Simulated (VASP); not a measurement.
Input of a VASP 6.6.1 run:

The input INCAR:

```
PREC     = Accurate       # precision mode
ENCUT    = 520            # plane-wave cutoff, eV
EDIFF    = 1E-8           # SCF threshold, eV
ISMEAR   = -1             # smearing method
SIGMA    = 0.02           # smearing width, eV
LREAL    = False          # projectors in reciprocal space
LASPH    = True           # aspherical terms in the spheres
NELM     = 60             # most SCF steps
ALGO     = Normal         # electronic algorithm
ISIF     = 2              # what is computed and relaxed
LWAVE    = False          # write WAVECAR
LCHARG   = False          # write CHGCAR
GGA      = PE             # functional
LEFG     = True         
NBANDS   = 15             # bands
```

Contents of KPOINTS:

```
Automatic mesh
0
Gamma
  11 11 11
```

File POSCAR:

```
TaN
1.0
    0.0000000000      2.2085294952      2.2085294952
    2.2085294952      0.0000000000      2.2085294952
    2.2085294952      2.2085294952      0.0000000000
Ta N
1 1
Direct
    0.5000000000      0.5000000000      0.5000000000
    0.0000000000      0.0000000000      0.0000000000
```

Potentials or basis: VASP PAW PBE potentials, release 64 (Ta_pv, N).

Launch:

```console
$ cat potpaw_PBE.64/Ta_pv/POTCAR potpaw_PBE.64/N/POTCAR > POTCAR
$ mpirun -np 1 vasp_std > vasp.out
```

(1) Estimate the pressure.

(2) Predict the band gap on the k mesh.

## Answers

(1) 0.8 GPa.

(2) zero (band 8 reaches 11.04 eV, above the bottom of band 9 at 7.33 eV).

Caveat: without QUAD_EFG the Cq values of the log hold for a quadrupole moment of 1 mb, not for the nuclei; spin-orbit coupling is left out, which moves the levels of the heavy elements.
